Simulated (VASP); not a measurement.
# Pb (P6/mmm) in VASP: single point with PBE

Aim: the single point of Pb with PBE.

All numbers are computed with VASP 6.6.1; they aren't measurements. Logs are shortened: lines on timing, memory, paths and dates and some standing lists are left out, and cuts for length are marked.

## (1) The cell of the first run

Symmetry: P6/mmm, No. 191, hexagonal system. The conventional cell has a = 5.763 Å, b = 5.763 Å, c = 3.370 Å, α = 90.00°, β = 90.00°, γ = 120.00°. Pb (site symmetry 6/mmm) has 14 Pb at 3.37 to 3.73 Å within 4.4 Å. Within 4.4 Å of Pb (site symmetry -6m2) lie 11 Pb at 3.33 to 3.73 Å.

This isn't the form of Pb at room conditions, which is fcc.

## (2) Single point, PBE

INCAR reads:

```
PREC = Accurate
ENCUT = 520
EDIFF = 1E-7
ISMEAR = -1
SIGMA = 0.08
LREAL = F
LASPH = T
NELM = 80
ALGO = Normal
ISIF = 2
LWAVE = F
LCHARG = F
GGA = PE
NBANDS = 28
```

KPOINTS reads:

```
Automatic mesh
0
Gamma
  7 7 10
```

POSCAR reads:

```
Pb
1.0
    5.7626887004      0.0000000000      0.0000000000
   -2.8813443502      4.9906348086      0.0000000000
    0.0000000000      0.0000000000      3.3695297642
Pb
3
Direct
    0.0000000000      0.0000000000      0.0000000000
    0.3333333333      0.6666666667      0.5000000000
    0.6666666667      0.3333333333      0.5000000000
```

Potentials or basis: VASP PAW PBE potentials, release 64 (Pb_d).

Started as:

```
$ cat potpaw_PBE.64/Pb_d/POTCAR > POTCAR
$ mpirun -np 1 vasp_std > vasp.out
```

OUTCAR:

```text
PREC = Accurate
   ENCUT = 520
   EDIFF = 1E-7
   ISMEAR = -1
   LREAL = F
   LASPH = T
   NELM = 80
   ISIF = 2
   GGA = PE

 ion  position               nearest neighbor table
   1  0.000  0.000  0.000-   2 3.73   3 3.73   2 3.73   3 3.73   2 3.73   2 3.73   3 3.73   3 3.73
                             3 3.73   3 3.73   2 3.73   2 3.73
   2  0.333  0.667  0.500-   3 3.33   3 3.33   3 3.33   1 3.73   1 3.73   1 3.73   1 3.73   1 3.73
                             1 3.73
   3  0.667  0.333  0.500-   2 3.33   2 3.33   2 3.33   1 3.73   1 3.73   1 3.73   1 3.73   1 3.73
                             1 3.73

  LATTYP: Found a hexagonal cell.
 ALAT       =     5.7626887004
 C/A-ratio  =     0.5847148682

  Lattice vectors:

 A1 = (   5.7626887004,   0.0000000000,   0.0000000000)
 A2 = (  -2.8813443502,   4.9906348086,   0.0000000000)
 A3 = (   0.0000000000,   0.0000000000,   3.3695297642)

Analysis of symmetry for initial positions (statically):
=====================================================================
 Subroutine PRICEL returns:
 Original cell was already a primitive cell.

 Routine SETGRP: Setting up the symmetry group for a
 hexagonal supercell.

 Subroutine GETGRP returns: Found 24 space group operations
 (whereof 24 operations were pure point group operations)
 out of a pool of 24 trial point group operations.

The static configuration has the point symmetry D_6h.

Analysis of symmetry for dynamics (positions and initial velocities):
=====================================================================
 Subroutine PRICEL returns:
 Original cell was already a primitive cell.

 Routine SETGRP: Setting up the symmetry group for a
 hexagonal supercell.

 Subroutine GETGRP returns: Found 24 space group operations
 (whereof 24 operations were pure point group operations)
 out of a pool of 24 trial point group operations.

The dynamic configuration has the point symmetry D_6h.

 Subroutine INISYM returns: Found 24 space group operations
 (whereof 24 operations are pure point group operations),
 and found     1 'primitive' translations

----------------------------------------------------------------------------------------

                                     Primitive cell

  volume of cell :      96.9059

  direct lattice vectors                    reciprocal lattice vectors
     5.762688700  0.000000000  0.000000000     0.173530109  0.100187655  0.000000000
    -2.881344350  4.990634809  0.000000000     0.000000000  0.200375311  0.000000000
     0.000000000  0.000000000  3.369529764     0.000000000  0.000000000  0.296777316

  length of vectors
     5.762688700  5.762688700  3.369529764     0.200375311  0.200375311  0.296777316

  position of ions in fractional coordinates (direct lattice)
     0.000000000  0.000000000  0.000000000
     0.333333333  0.666666667  0.500000000
     0.666666667  0.333333333  0.500000000

  ion indices of the primitive-cell ions
   primitive index   ion index
                 1           1
                 2           2
                 3           3

----------------------------------------------------------------------------------------

 KPOINTS: Automatic mesh

Automatic generation of k-mesh.
 Grid dimensions read from file:
 generate k-points for:    7    7   10

 Generating k-lattice:

  Cartesian coordinates                     Fractional coordinates (reciprocal lattice)
     0.024790016  0.014312522  0.000000000     0.142857143  0.000000000  0.000000000
     0.000000000  0.028625044  0.000000000     0.000000000  0.142857143  0.000000000
     0.000000000  0.000000000  0.029677732     0.000000000  0.000000000  0.100000000

  Length of vectors
     0.028625044  0.028625044  0.029677732

  Shift w.r.t. Gamma in fractional coordinates (k-lattice)
     0.000000000  0.000000000  0.000000000

 Subroutine IBZKPT returns following result:
 ===========================================

 Found     48 irreducible k-points:

 Following reciprocal coordinates:
            Coordinates               Weight
  0.000000  0.000000  0.000000      1.000000
  0.142857  0.000000  0.000000      6.000000
  0.285714  0.000000  0.000000      6.000000
  0.428571  0.000000  0.000000      6.000000
  0.142857  0.142857  0.000000      6.000000
  0.285714  0.142857  0.000000     12.000000
[... 16 lines left out ...]
  0.428571  0.142857  0.200000     12.000000
  0.285714  0.285714  0.200000     12.000000
 [... further k-points ...]
   k-points           NKPTS =     48   k-points in BZ     NKDIM =     48   number of bands    NBANDS=     28
   number of dos      NEDOS =    301   number of ions     NIONS =      3
   total plane-waves  NPLWV =  64512
   dimension x,y,z NGX =    48 NGY =   48 NGZ =   28
   dimension x,y,z NGXF=    96 NGYF=   96 NGZF=   56
   ions per type =               3
   NGX,Y,Z   is equivalent  to a cutoff of  13.85, 13.85, 13.81 a.u.
   NGXF,Y,Z  is equivalent  to a cutoff of  27.69, 27.69, 27.63 a.u.
 SYSTEM =  unknown system
   PREC   = accura    normal or accurate (medium, high low for compatibility)
   ISTART =      0    job   : 0-new  1-cont  2-samecut
   ICHARG =      2    charge: 1-file 2-atom 10-const
   ISPIN  =      1    spin polarized calculation?
   LNONCOLLINEAR =      F non collinear calculations
   LSORBIT =      F    spin-orbit coupling
   LASPH  =      T    aspherical Exc in radial PAW
   ENCUT  =  520.0 eV  38.22 Ry    6.18 a.u.  10.71 10.71  6.27*2*pi/ulx,y,z
   NELM   =     80;   NELMIN=  2; NELMDL= -5     # of ELM steps
   EDIFF  = 0.1E-06   stopping-criterion for ELM
   LREAL  =      F    real-space projection
   EDIFFG = 0.1E-05   stopping-criterion for IOM
   NSW    =      0    number of steps for IOM
   IBRION =     -1    ionic relax: 0-MD 1-quasi-New 2-CG
   NFREE  =      0    steps in history (QN), initial steepest desc. (CG)
   ISIF   =      2    stress and relaxation
   ISYM   =      2    0-nonsym 1-usesym 2-fastsym
   POTIM  = 0.5000    time-step for ionic-motion
   TEBEG  =    0.0;   TEEND  =   0.0 temperature during run
   PSTRESS=    0.0 pullay stress
   NELECT =      42.0000    total number of electrons
   NUPDOWN=      -1.0000    fix difference up-down
   EMIN   =  10.00;   EMAX   =-10.00  energy-range for DOS
   EFERMI =   0.00;   METHOD = LEGACY
   ISMEAR =    -1;   SIGMA  =   0.08  broadening in eV -4-tet -1-fermi 0-gaus
   EFERMI_NEDOS =   21; number of points for ismear=-14 and -15
   IALGO  =     38    algorithm
   IMIX   =      4    mixing-type and parameters
     AMIX     =   0.40;   BMIX     =  1.00
     AMIX_MAG =   1.60;   BMIX_MAG =  1.00
  volume/ion in A,a.u.               =      32.30       217.98
  Fermi-wavevector in a.u.,A,eV,Ry     =   1.238914  2.341208 20.883692  1.534908
  Thomas-Fermi vector in A             =   2.373419
   LORBIT       =      0    0 simple, 1 ext, 2 COOP (PROOUT), +10 PAW based schemes
   GGA     = PE    functional components
   LHFCALC =     F    Hartree Fock is set to
   AEXX    =    0.0000 exact exchange contribution
   IVDW    =     0    specifies the selected vdW correction
   LEPSILON=     F    determine dielectric tensor
   LRPA    =     F    only Hartree local field effects (RPA)
 non-spin polarized calculation
  energy-cutoff  :      520.00
  volume of cell :       96.91
 maximum number of plane-waves:      2659
 NGX is ok and might be reduce to    48
   NGX = 21   NGY = 21   NGZ = 13

 number of electron      42.0000016 magnetization

 Free energy of the ion-electron system (eV)
  ---------------------------------------------------
  ext. energy  EPLUGINS =         0.00000000
  ---------------------------------------------------
  free energy    TOTEN  =       -10.55004068 eV

  energy without entropy =      -10.51233269  energy(sigma->0) =      -10.53118668

 E-fermi :   6.5211     XC(G=0):  -9.8776

 val. band max:        6.5044551888   @ k =   0.4286   0.1429   0.1000
 cond. band min:       6.5538013906   @ k =   0.4286   0.1429   0.2000
 fundamental gap:      0.0493462017
 Fermi energy:         6.5210878532

 k-point     1 :       0.0000    0.0000    0.0000
  band No.  band energies     occupation
      1     -10.6924      2.00000
      2     -10.5534      2.00000
      3     -10.5066      2.00000
      4     -10.5066      2.00000
      5     -10.4348      2.00000
      6     -10.4348      2.00000
[... 20 lines left out ...]
     27      14.1890      0.00000
     28      14.3022      0.00000

 k-point     2 :       0.1429    0.0000    0.0000
  band No.  band energies     occupation
      1     -10.6902      2.00000
      2     -10.5522      2.00000
      3     -10.5092      2.00000
      4     -10.5080      2.00000
      5     -10.4415      2.00000
      6     -10.4367      2.00000
[... 20 lines left out ...]
     27      13.9509      0.00000
     28      14.0604      0.00000

 k-point     3 :       0.2857    0.0000    0.0000
  band No.  band energies     occupation
      1     -10.6857      2.00000
      2     -10.5501      2.00000
      3     -10.5170      2.00000
      4     -10.5145      2.00000
      5     -10.4715      2.00000
      6     -10.4410      2.00000
[... 20 lines left out ...]
     27      13.6854      0.00000
     28      14.2118      0.00000

 k-point     4 :       0.4286    0.0000    0.0000
  band No.  band energies     occupation
      1     -10.6822      2.00000
      2     -10.5513      2.00000
      3     -10.5298      2.00000
      4     -10.5185      2.00000
      5     -10.4842      2.00000
      6     -10.4443      2.00000
[... 578 lines left out ...]
     27      11.5772      0.00000
     28      14.1391      0.00000

 k-point    23 :       0.4286    0.1429    0.2000
  band No.  band energies     occupation
      1     -10.5642      2.00000
      2     -10.5267      2.00000
      3     -10.5184      2.00000
      4     -10.5012      2.00000
      5     -10.4867      2.00000
      6     -10.4379      2.00000
[... 20 lines left out ...]
     27      10.9676      0.00000
     28      13.8966      0.00000

 k-point    24 :       0.2857    0.2857    0.2000
  band No.  band energies     occupation
      1     -10.5644      2.00000
      2     -10.5239      2.00000
      3     -10.5228      2.00000
      4     -10.4896      2.00000
      5     -10.4841      2.00000
      6     -10.4550      2.00000
[... 20 lines left out ...]
     27      11.5950      0.00000
     28      14.7613      0.00000

 [... further k-points ...]

------------------------ aborting loop because EDIFF is reached ----------------------------------------

  FORCE on cell =-STRESS in cart. coord.  units (eV):
  Direction    XX          YY          ZZ          XY          YZ          ZX
  --------------------------------------------------------------------------------------
  -------------------------------------------------------------------------------------
  Total       -0.0113522     -0.0113522     -0.0594925      0.0000000      0.0000000      0.0000000
  in kB       -0.1876902     -0.1876902     -0.9836086      0.0000000      0.0000000      0.0000000
  external PRESSURE =      -0.4529963 kB  Pullay stress =       0.0000000 kB

 VOLUME and BASIS-vectors are now :
 -----------------------------------------------------------------------------
  energy-cutoff  :      520.00
  volume of cell :       96.91
      direct lattice vectors                 reciprocal lattice vectors
     5.762688700  0.000000000  0.000000000     0.173530109  0.100187655  0.000000000
    -2.881344350  4.990634809  0.000000000     0.000000000  0.200375311  0.000000000
     0.000000000  0.000000000  3.369529764     0.000000000  0.000000000  0.296777316

 POSITION                                       TOTAL-FORCE (eV/Angst)
 -----------------------------------------------------------------------------------
      0.00000      0.00000      0.00000         0.000000      0.000000      0.000000
     -0.00000      3.32709      1.68476        -0.000000      0.000000      0.000000
      2.88134      1.66354      1.68476         0.000000     -0.000000     -0.000000
 -----------------------------------------------------------------------------------
    total drift:                               -0.000000      0.000000     -0.000000

  FREE ENERGIE OF THE ION-ELECTRON SYSTEM (eV)
  ---------------------------------------------------
  free  energy   TOTEN  =       -10.5500406782 eV

  energy  without entropy=      -10.5123326892  energy(sigma->0) =      -10.53118668
```

Run time: 64 s. Hardware: 1 thread of Intel Xeon 6975P-C (Granite Rapids), shared host; peak memory 0.28 GiB.

Results:

| Item | Value |
| --- | --- |
| Free energy | -10.5500 eV |
| Pressure | 0.0 GPa |
| Band gap on the k mesh | zero (bands 21 and 22 overlap by 3.63 eV) |

Stress tensor (GPa, compression positive):
```
-0.02  0.00  0.00
 0.00 -0.02  0.00
 0.00  0.00 -0.10
```

Levels at points of the mesh, in eV from the Fermi level:
```
           k point  band 18  band 19  band 20  band 21  band 22  band 23  band 24  band 25
(0.00, 0.00, 0.00)    -7.24    -1.99    -1.99    -1.91    -1.91     3.50     6.91     6.91
(0.00, 0.00, 0.50)    -5.31    -2.16    -1.37    -0.37    -0.11    -0.11     1.06     1.06
```

Caveat: spin-orbit coupling is left out, which moves the levels of the heavy elements.

The gap in the log of VASP goes by the Fermi energy; the results here count the filled bands.